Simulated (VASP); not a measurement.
The system is BeS.

```
S Be
1.0
     0.00000    2.42500    2.42500
     2.42500    0.00000    2.42500
     2.42500    2.42500    0.00000
S Be
1 1
Direct
  0.75000 0.75000 0.75000
  0.00000 0.00000 0.00000
```

Base run:

```yaml
Program: VASP 6.6.1
Functional: PBEsol
Potentials_or_basis: VASP PAW PBE potentials, release 64 (S, Be)
Cutoff: 520 eV
k_mesh: 6 × 6 × 6
Occupations: fermi-dirac, width 0.05 eV
Spin: no spin polarisation
```

Its results: band gap on the k mesh 2.93 eV, indirect (least direct gap 5.60 eV); pressure -0.5 GPa.

Task: The run is repeated on the same cell with these changes: k mesh from 6 × 6 × 6 to 9 × 9 × 9. What comes out?

Result: Band gap on the k mesh 3.03 eV, indirect (least direct gap 5.61 eV); pressure -0.6 GPa.

Caveats: the PAW data sets were made with another functional, which shifts forces and pressure a little.

A k mesh can miss the band edges.
